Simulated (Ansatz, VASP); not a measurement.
# HfO2: VASP beside Ansatz

Contents of INCAR:

```
SYSTEM = HfO2
  ALGO = Normal
  EDIFF = 1E-6
  EDIFFG = -0.01
  ENCUT = 600
  GGA = RE
  IBRION = 2
  ISIF = 3
  ISMEAR = -1
  IVDW = 12
  LASPH = .TRUE.
  LCHARG = .FALSE.
  LREAL = .FALSE.
  LWAVE = .FALSE.
  NELM = 80
  NSW = 60
  PREC = Accurate
  SIGMA = 0.05
```

KPOINTS

```
k-points
0
G
  9 9 9
  0 0 0
```

Contents of POSCAR:

```
HfO2
1.0
    0.0000000000      2.5575000000      2.5575000000
    2.5575000000      0.0000000000      2.5575000000
    2.5575000000      2.5575000000      0.0000000000
Hf O
1 2
Direct
    0.0000000000      0.0000000000      0.0000000000
    0.7500000000      0.7500000000      0.7500000000
    0.2500000000      0.2500000000      0.2500000000
```

input.yaml

```yaml
crystal:
  lattice:
    - [0.0, 2.5575, 2.5575]
    - [2.5575, 0.0, 2.5575]
    - [2.5575, 2.5575, 0.0]
  atoms:
    - { symbol: Hf, position: [0.0, 0.0, 0.0] }
    - { symbol: O, position: [0.75, 0.75, 0.75] }
    - { symbol: O, position: [0.25, 0.25, 0.25] }
hamiltonian:
  xc: revpbe
  pseudopotentials: { kind: paw }
  dispersion: d3bj
kpoints:
  mp_grid: { grid: [9, 9, 9] }
scf:
  occupations: { method: fermi_dirac, width: 0.05 }
output:
  forces: true
  stress: true
  write_density: true
  write_potential: true
  elf: true
  volumetric_format: npy
relax:
  f_tol: 0.01
  max_steps: 40
  cell: { stress_tol: 0.05 }
```

Alike in both runs: task relaxation of cell and atoms; functional revPBE; dispersion D3(BJ); k mesh 9 × 9 × 9; occupations fermi-dirac, width 0.05 eV; no spin polarisation.

|  | VASP | Ansatz |
| --- | --- | --- |
| version | VASP 6.6.1 | Ansatz 0.2.0 |
| potentials or method | VASP PAW PBE potentials, release 64 (Hf_pv, O) | Ansatz PAW |
| plane-wave cutoff (eV) | 600 | 420 |
| valence electrons in the cell | 22 | 38 |

Ansatz gave:

```
gap on the k mesh at the Fermi level, each at its own relaxed structure (eV) : 3.97
relaxed volume (Å³/atom)                                                     : 10.89
relaxed cell length with the largest relative difference (Å)                 : 3.589
```

Task: What did VASP give for the same quantities?

Result: gap on the k mesh at the Fermi level, each at its own relaxed structure (eV): 4.02; relaxed volume (Å³/atom): 10.72; relaxed cell length with the largest relative difference (Å): 3.569.

VASP's potentials were made for PBE, not for revPBE. VASP's potentials hold 22 valence electrons a cell and Ansatz's 38, so a difference there can come from the potentials and not from the codes.

Spin-orbit coupling is off throughout. Noted on Ansatz's run: odd divisions of the mesh miss points on the zone boundary, where band edges often lie, so the gap on the mesh can be too wide; the plane-wave basis is chosen anew once the cell has moved, so the energies of steps on either side of that aren't comparable.
